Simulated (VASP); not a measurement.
# KCoF3 (Pm-3m) in VASP: further runs

KCoF3 is run at these levels: LDA+U; tasks: single point.

Program: VASP 6.6.1. These are calculated values, not measurements. Logs are shortened: lines on timing, memory, paths and dates and some standing lists are left out, and cuts for length are marked.

## 1. The cell of the first run

Symmetry: Pm-3m, No. 221, cubic system. The conventional cell has a = 4.071 Å, b = 4.071 Å, c = 4.071 Å, α = 90.00°, β = 90.00°, γ = 90.00°. K (site symmetry m-3m) has 12 F at 2.88 Å and 8 Co at 3.53 Å within 3.8 Å. F (site symmetry 4/mmm) has 2 Co at 2.04 Å within 2.7 Å. Co (site symmetry m-3m) has 6 F at 2.04 Å within 2.7 Å.

## 2. Single point, LDA+U, collinear spin, ferromagnetic start

Input file INCAR:

```
  PREC = Accurate
  ENCUT = 520
  EDIFF = 1E-6
  ISMEAR = -1
  SIGMA = 0.02
  LREAL = F
  LASPH = T
  NELM = 150
  ALGO = Normal
  ISIF = 2
  LWAVE = F
  LCHARG = T
  ISPIN = 2
  MAGMOM = 0 0 0 0 3
  LORBIT = 11
  LMAXMIX = 4
  LDAU = T
  LDAUTYPE = 2
  LDAUL = -1 -1 2
  LDAUU = 0 0 3.32
  LDAUJ = 0 0 0
  LDAUPRINT = 1
  GGA = CA
  LELF = T
  LVHAR = T
  NBANDS = 32
```

Input file KPOINTS:

```
regular mesh
0
Gamma
  5 5 5
```

Input file POSCAR:

```
KCoF3
1.0
    4.0710000000      0.0000000000      0.0000000000
    0.0000000000      4.0710000000      0.0000000000
    0.0000000000      0.0000000000      4.0710000000
K F Co
1 3 1
Direct
    0.0000000000      0.0000000000      0.0000000000
    0.0000000000      0.5000000000      0.5000000000
    0.5000000000      0.0000000000      0.5000000000
    0.5000000000      0.5000000000      0.0000000000
    0.5000000000      0.5000000000      0.5000000000
```

Potentials or basis: VASP PAW LDA potentials, release 64 (K_sv, F, Co).

The run is started by

```console
$ cat potpaw_LDA.64/K_sv/POTCAR potpaw_LDA.64/F/POTCAR potpaw_LDA.64/Co/POTCAR > POTCAR
$ mpirun -np 1 vasp_std > vasp.out
```

OUTCAR:

```text
PREC = Accurate
   ENCUT = 520
   EDIFF = 1E-6
   ISMEAR = -1
   LREAL = F
   LASPH = T
   NELM = 150
   ISIF = 2
   ISPIN = 2
   LORBIT = 11
   GGA = CA

 ion  position               nearest neighbor table
   1  0.000  0.000  0.000-
   2  0.000  0.500  0.500-   5 2.04   5 2.04
   3  0.500  0.000  0.500-   5 2.04   5 2.04
   4  0.500  0.500  0.000-   5 2.04   5 2.04
   5  0.500  0.500  0.500-   2 2.04   3 2.04   4 2.04   4 2.04   3 2.04   2 2.04

  LATTYP: Found a simple cubic cell.
 ALAT       =     4.0710000000

  Lattice vectors:

 A1 = (   4.0710000000,   0.0000000000,   0.0000000000)
 A2 = (   0.0000000000,   4.0710000000,   0.0000000000)
 A3 = (   0.0000000000,   0.0000000000,   4.0710000000)

Analysis of symmetry for initial positions (statically):
=====================================================================
 Subroutine PRICEL returns:
 Original cell was already a primitive cell.

 Routine SETGRP: Setting up the symmetry group for a
 simple cubic supercell.

 Subroutine GETGRP returns: Found 48 space group operations
 (whereof 48 operations were pure point group operations)
 out of a pool of 48 trial point group operations.

The static configuration has the point symmetry O_h .

Analysis of symmetry for dynamics (positions and initial velocities):
=====================================================================
 Subroutine PRICEL returns:
 Original cell was already a primitive cell.

 Routine SETGRP: Setting up the symmetry group for a
 simple cubic supercell.

 Subroutine GETGRP returns: Found 48 space group operations
 (whereof 48 operations were pure point group operations)
 out of a pool of 48 trial point group operations.

The dynamic configuration has the point symmetry O_h .

Analysis of structural, dynamic, and magnetic symmetry:
=====================================================================
 Subroutine PRICEL returns:
 Original cell was already a primitive cell.

 Routine SETGRP: Setting up the symmetry group for a
 simple cubic supercell.

 Subroutine GETGRP returns: Found 48 space group operations
 (whereof 48 operations were pure point group operations)
 out of a pool of 48 trial point group operations.

The overall configuration has the point symmetry O_h .

 Subroutine INISYM returns: Found 48 space group operations
 (whereof 48 operations are pure point group operations),
 and found     1 'primitive' translations

----------------------------------------------------------------------------------------

                                     Primitive cell

  volume of cell :      67.4688

  direct lattice vectors                    reciprocal lattice vectors
     4.071000000  0.000000000  0.000000000     0.245639892  0.000000000  0.000000000
     0.000000000  4.071000000  0.000000000     0.000000000  0.245639892  0.000000000
     0.000000000  0.000000000  4.071000000     0.000000000  0.000000000  0.245639892

  length of vectors
     4.071000000  4.071000000  4.071000000     0.245639892  0.245639892  0.245639892

  position of ions in fractional coordinates (direct lattice)
     0.000000000  0.000000000  0.000000000
     0.000000000  0.500000000  0.500000000
     0.500000000  0.000000000  0.500000000
     0.500000000  0.500000000  0.000000000
     0.500000000  0.500000000  0.500000000

  ion indices of the primitive-cell ions
   primitive index   ion index
                 1           1
                 2           2
                 3           3
                 4           4
                 5           5

----------------------------------------------------------------------------------------

 KPOINTS: regular mesh

Automatic generation of k-mesh.
[... 71 lines left out ...]
     AMIX_MAG =   1.60;   BMIX_MAG =  1.00
  volume/ion in A,a.u.               =      13.49        91.06
  Fermi-wavevector in a.u.,A,eV,Ry     =   1.363731  2.577077 25.303588  1.859761
  Thomas-Fermi vector in A             =   2.490108
   LORBIT       =     11    0 simple, 1 ext, 2 COOP (PROOUT), +10 PAW based schemes
 LDA+U is selected, type is set to LDAUTYPE =  2
   angular momentum for each species LDAUL =    -1   -1    2
   U (eV)           for each species LDAUU =   0.0  0.0  3.3
   J (eV)           for each species LDAUJ =   0.0  0.0  0.0
   GGA     = CA    functional components
   LHFCALC =     F    Hartree Fock is set to
   AEXX    =    0.0000 exact exchange contribution
   IVDW    =     0    specifies the selected vdW correction
   LEPSILON=     F    determine dielectric tensor
   LRPA    =     F    only Hartree local field effects (RPA)
 spin polarized calculation
  energy-cutoff  :      520.00
  volume of cell :       67.47
 maximum number of plane-waves:      1839
 NGX is ok and might be reduce to    30
   NGX = 15   NGY = 15   NGZ = 15

atom =   5  type =  3  l = 2

 onsite density matrix

spin component  1

  0.9706  0.0000 -0.0000 -0.0000 -0.0000
  0.0000  0.9706  0.0000  0.0000  0.0000
 -0.0000  0.0000  1.0166  0.0000 -0.0000
 -0.0000  0.0000  0.0000  0.9706 -0.0000
 -0.0000  0.0000 -0.0000 -0.0000  1.0166

spin component  2

  0.6642 -0.0000  0.0000  0.0000  0.0000
 -0.0000  0.6642 -0.0000 -0.0000 -0.0000
  0.0000 -0.0000  0.1116 -0.0000  0.0000
  0.0000 -0.0000 -0.0000  0.6642  0.0000
  0.0000 -0.0000  0.0000  0.0000  0.1116

 occupancies and eigenvectors

  o =  0.1116  v =  0.0000  0.0000  0.0000  0.0000  0.0000  0.0000 -0.0000  0.0036 -0.0000 -1.0000      0.0000  0.0000  0.0000  0.0000  0.0000  0.0000  0.0000  0.0000  0.0000  0.0000
  o =  0.1116  v =  0.0000  0.0000  0.0000  0.0000  0.0000  0.0000 -0.0000  1.0000 -0.0000  0.0036      0.0000  0.0000  0.0000  0.0000  0.0000  0.0000  0.0000  0.0000  0.0000  0.0000
  o =  0.6642  v =  0.0000  0.0000  0.0000  0.0000  0.0000  1.0000  0.0000  0.0000  0.0000  0.0000      0.0000  0.0000  0.0000  0.0000  0.0000  0.0000  0.0000  0.0000  0.0000  0.0000
  o =  0.6642  v =  0.0000  0.0000  0.0000  0.0000  0.0000  0.0000 -0.0537  0.0000  0.9986 -0.0000      0.0000  0.0000  0.0000  0.0000  0.0000  0.0000  0.0000  0.0000  0.0000  0.0000
  o =  0.6642  v =  0.0000  0.0000  0.0000  0.0000  0.0000  0.0000 -0.9986  0.0000 -0.0537  0.0000      0.0000  0.0000  0.0000  0.0000  0.0000  0.0000  0.0000  0.0000  0.0000  0.0000
  o =  0.9706  v =  0.0000 -0.9988  0.0000 -0.0499  0.0000  0.0000  0.0000  0.0000  0.0000  0.0000      0.0000  0.0000  0.0000  0.0000  0.0000  0.0000  0.0000  0.0000  0.0000  0.0000
  o =  0.9706  v =  0.0000  0.0499 -0.0000 -0.9988  0.0000  0.0000  0.0000  0.0000  0.0000  0.0000      0.0000  0.0000  0.0000  0.0000  0.0000  0.0000  0.0000  0.0000  0.0000  0.0000
  o =  0.9706  v =  1.0000  0.0000  0.0000  0.0000  0.0000  0.0000  0.0000  0.0000  0.0000  0.0000      0.0000  0.0000  0.0000  0.0000  0.0000  0.0000  0.0000  0.0000  0.0000  0.0000
  o =  1.0166  v =  0.0000 -0.0000 -0.9999  0.0000  0.0129  0.0000  0.0000  0.0000  0.0000  0.0000      0.0000  0.0000  0.0000  0.0000  0.0000  0.0000  0.0000  0.0000  0.0000  0.0000
  o =  1.0166  v =  0.0000  0.0000  0.0129  0.0000  0.9999  0.0000  0.0000  0.0000  0.0000  0.0000      0.0000  0.0000  0.0000  0.0000  0.0000  0.0000  0.0000  0.0000  0.0000  0.0000

 number of electron      38.9999965 magnetization       3.0000562

 Free energy of the ion-electron system (eV)
  ---------------------------------------------------
  ext. energy  EPLUGINS =         0.00000000
  ---------------------------------------------------
  free energy    TOTEN  =       -25.27890397 eV

  energy without entropy =      -25.26537634  energy(sigma->0) =      -25.27214016

 E-fermi :   1.5703     XC(G=0): -10.5180

 val. band max:        1.5678083008   @ k =   0.4000   0.2000   0.0000
 cond. band min:       1.5738471346   @ k =   0.4000   0.4000   0.2000
 fundamental gap:      0.0060388337
 Fermi energy:         1.5702657540

 spin component 1

 k-point     1 :       0.0000    0.0000    0.0000
  band No.  band energies     occupation
      1     -26.7728      1.00000
      2     -21.3818      1.00000
      3     -20.8449      1.00000
      4     -20.8449      1.00000
      5     -10.5028      1.00000
      6     -10.5028      1.00000
[... 329 lines left out ...]
     30      13.4269      0.00000
     31      13.4269      0.00000
 Fermi energy:         1.5702657540

 spin component 2

 k-point     1 :       0.0000    0.0000    0.0000
  band No.  band energies     occupation
      1     -26.7727      1.00000
      2     -21.2279      1.00000
      3     -20.6233      1.00000
      4     -20.6233      1.00000
      5     -10.5022      1.00000
      6     -10.5022      1.00000
[... 329 lines left out ...]
     30      13.5135      0.00000
     31      13.5135      0.00000
 [bands above 31 left out]

------------------------ aborting loop because EDIFF is reached ----------------------------------------

  FORCE on cell =-STRESS in cart. coord.  units (eV):
  Direction    XX          YY          ZZ          XY          YZ          ZX
  --------------------------------------------------------------------------------------
  -------------------------------------------------------------------------------------
  Total       -3.2451019     -3.2451019     -3.2451019      0.0000000     -0.0000000      0.0000000
  in kB      -77.0611725    -77.0611725    -77.0611725      0.0000000     -0.0000000      0.0000000
  external PRESSURE =     -77.0611725 kB  Pullay stress =       0.0000000 kB

 VOLUME and BASIS-vectors are now :
 -----------------------------------------------------------------------------
  energy-cutoff  :      520.00
  volume of cell :       67.47
      direct lattice vectors                 reciprocal lattice vectors
     4.071000000  0.000000000  0.000000000     0.245639892  0.000000000  0.000000000
     0.000000000  4.071000000  0.000000000     0.000000000  0.245639892  0.000000000
     0.000000000  0.000000000  4.071000000     0.000000000  0.000000000  0.245639892

 POSITION                                       TOTAL-FORCE (eV/Angst)
 -----------------------------------------------------------------------------------
      0.00000      0.00000      0.00000         0.000000      0.000000      0.000000
      0.00000      2.03550      2.03550         0.000000      0.000000      0.000000
      2.03550      0.00000      2.03550         0.000000      0.000000      0.000000
      2.03550      2.03550      0.00000         0.000000      0.000000      0.000000
      2.03550      2.03550      2.03550         0.000000      0.000000      0.000000
 -----------------------------------------------------------------------------------
    total drift:                                0.000000      0.000000     -0.000000

  FREE ENERGIE OF THE ION-ELECTRON SYSTEM (eV)
  ---------------------------------------------------
  free  energy   TOTEN  =       -25.2789039738 eV

  energy  without entropy=      -25.2653763373  energy(sigma->0) =      -25.27214016

 total charge

# of ion       s       p       d       tot
------------------------------------------
    1        1.951   5.562   0.023   7.536
    2        1.722   4.333   0.000   6.055
    3        1.722   4.333   0.000   6.055
    4        1.722   4.333   0.000   6.055
    5        0.265   0.344   7.136   7.745
--------------------------------------------------
tot          7.383  18.905   7.160  33.448

 magnetization (x)

# of ion       s       p       d       tot
------------------------------------------
    1       -0.000  -0.000  -0.000  -0.001
    2        0.005   0.071   0.000   0.077
    3        0.005   0.071   0.000   0.077
    4        0.005   0.071   0.000   0.077
    5        0.014   0.015   2.728   2.757
--------------------------------------------------
tot          0.030   0.229   2.728   2.987
```

It took 62 s on 1 thread of AMD EPYC 7R13, shared host; peak memory 0.15 GiB.

Results:

```
Free energy                                           : -25.2789 eV
Pressure                                              : -7.7 GPa
Band gap on the k mesh                                : zero (filled and empty bands overlap)
Net moment                                            : 3.00 μB per cell
Site moments                                          : K -0.00; F +0.08; Co +2.76 μB
Valence electrons inside the program's atomic spheres : K 7.54; F 6.05; Co 7.75
```

Eigenvalues of the final occupation matrices:
| site | spin | trace | eigenvalues |
| --- | --- | --- | --- |
| site 5 d | 1 | 4.95 | 0.97 0.97 0.97 1.02 1.02 |
| site 5 d | 2 | 2.22 | 0.11 0.11 0.66 0.66 0.66 |

Caveat: a cell with one magnetic atom can't hold antiferromagnetic order, which such compounds often take. The state reached can hang on the start; a lower one may exist.

[end of part 1 of 2]
